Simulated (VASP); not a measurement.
Wanted: the native input for a VASP 6.6.1 run.

```yaml
Task: density of states
Functional: PBE
Potentials_or_basis: VASP PAW PBE potentials, release 64 (Ru_sv, Al)
Cutoff: 520 eV
k_mesh: 13 × 13 × 12
Occupations: fermi-dirac, width 0.05 eV
Spin: no spin polarisation
Dipole_correction: no
k_mesh_for_the_DOS: 20 × 20 × 18
Second_run: valence_matched
Occupations_for_the_DOS: tetrahedron
Further_INCAR_settings: ALGO = Normal; EDIFF = 1e-06; NBANDS = 16
```

Crystal: AlRu (WC type).

```xyz
2
Lattice="2.3529 0.0000 0.0000 -1.1764 2.0377 0.0000 0.0000 0.0000 3.2422" Properties=species:S:1:pos:R:3 pbc="T T T"
Ru    0.0000    0.0000    0.0000
Al    0.0000    1.3584    1.6211
```

This cell differs from its parent crystal: volume scaled by 0.55.

These files were run (other wordings do the same):

POSCAR

```
AlRu
1.0
    2.3528891640      0.0000000000      0.0000000000
   -1.1764445820      2.0376617883      0.0000000000
    0.0000000000      0.0000000000      3.2421935578
Ru Al
1 1
Direct
    0.0000000000      0.0000000000      0.0000000000
    0.3333333333      0.6666666667      0.5000000000
```

INCAR.step1

```
SYSTEM = AlRu
PREC     = Accurate       ! precision mode
ENCUT    = 520            ! plane-wave cutoff, eV
EDIFF    = 1E-6           ! SCF threshold, eV
ISMEAR   = -1             ! smearing method
SIGMA    = 0.05           ! smearing width, eV
LREAL    = .False.        ! projectors in reciprocal space
LASPH    = .True.         ! aspherical terms in the spheres
NELM     = 120            ! most SCF steps
ALGO     = Normal         ! electronic algorithm
ISIF     = 2              ! what is computed and relaxed
LWAVE    = .False.        ! write WAVECAR
LCHARG   = .True.         ! write CHGCAR
LMAXMIX  = 4              ! l up to which the mixer works
GGA      = PE             ! functional
NBANDS   = 16             ! bands
GGA_COMPAT= .False.      
NEDOS    = 2001           ! points of the DOS
LORBIT   = 11             ! projections on sites
```

KPOINTS.step1

```
regular mesh
0
Gamma
  13 13 12
  0 0 0
```

INCAR.step2

```
SYSTEM = AlRu
PREC     = Accurate       ! precision mode
ENCUT    = 520            ! plane-wave cutoff, eV
EDIFF    = 1E-6           ! SCF threshold, eV
ISMEAR   = -5             ! smearing method
SIGMA    = 0.05           ! smearing width, eV
LREAL    = .False.        ! projectors in reciprocal space
LASPH    = .True.         ! aspherical terms in the spheres
NELM     = 120            ! most SCF steps
ALGO     = Normal         ! electronic algorithm
ISIF     = 2              ! what is computed and relaxed
LWAVE    = .False.        ! write WAVECAR
LCHARG   = .False.        ! write CHGCAR
LMAXMIX  = 4              ! l up to which the mixer works
GGA      = PE             ! functional
LORBIT   = 10             ! projections on sites
NBANDS   = 16             ! bands
NEDOS    = 2001           ! points of the DOS
ICHARG   = 11             ! starting density
GGA_COMPAT= .False.
```

KPOINTS.step2

```
regular mesh
0
Gamma
  20 20 18
  0 0 0
```

Potentials or basis: VASP PAW PBE potentials, release 64 (Ru_sv, Al).

Launch:

```bash
$ cat potpaw_PBE.64/Ru_sv/POTCAR potpaw_PBE.64/Al/POTCAR > POTCAR
$ cp INCAR.step1 INCAR
$ cp KPOINTS.step1 KPOINTS
$ mpirun -np 1 vasp_std > vasp.out
$ cp INCAR.step2 INCAR
$ cp KPOINTS.step2 KPOINTS
$ mpirun -np 1 vasp_std > vasp.out
```

It gave:

```
Valence electrons inside the program's atomic spheres : Ru 14.89; Al 1.37
```

It took 80 s on 1 thread of Intel(R) Xeon(R) Platinum 8259CL CPU @ 2.50GHz (Skylake/Cascade Lake) (shared host), peak memory 0.23 GiB.
